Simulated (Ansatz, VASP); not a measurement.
**SiO2 in VASP and in Ansatz**

```
Si O
1.0
     4.36179    0.00000    0.00000
     0.00000    4.36179    0.00000
     0.00000    0.00000    2.41512
Si O
2 4
Direct
  0.50000 0.50000 0.50000
  0.00000 0.00000 0.00000
  0.69443 0.69443 0.00000
  0.19443 0.80557 0.50000
  0.30557 0.30557 0.00000
  0.80557 0.19443 0.50000
```

Alike in both runs: task single point; functional LDA; k mesh 6 × 6 × 10; occupations gaussian, width 0.05 eV; no spin polarisation.

|  | VASP | Ansatz |
| --- | --- | --- |
| version | VASP 6.6.1 | Ansatz 0.2.0 |
| potentials or method | VASP PAW LDA potentials, release 64 (Si, O), cutoff 520 eV | scalar-relativistic, plane waves, PAW |
| valence electrons in the cell | 32 | 32 |

Ansatz gave:

| Item | Value |
| --- | --- |
| gap on the k mesh at the Fermi level (eV) | 5.88 |
| least direct gap on the mesh (eV) | 5.88 |
| pressure (GPa) | 11.5 |
| traceless stress, the component that is largest in VASP (GPa) | 56.05 |
| rms of the force components (eV/Å) | 0.433 |

Task: Estimate VASP's values.

Result: gap on the k mesh at the Fermi level (eV): 5.86; least direct gap on the mesh (eV): 5.86; pressure (GPa): 12.7; traceless stress, the component that is largest in VASP (GPa): 57.21; rms of the force components (eV/Å): 0.387.

Ansatz warns that its potentials were made for another functional, while VASP's fit it. LDA's correlation is that of Perdew and Zunger in VASP and of Perdew and Wang (1992) in Ansatz. Atom by atom the forces differ by 0.046 eV/Å (rms over components).
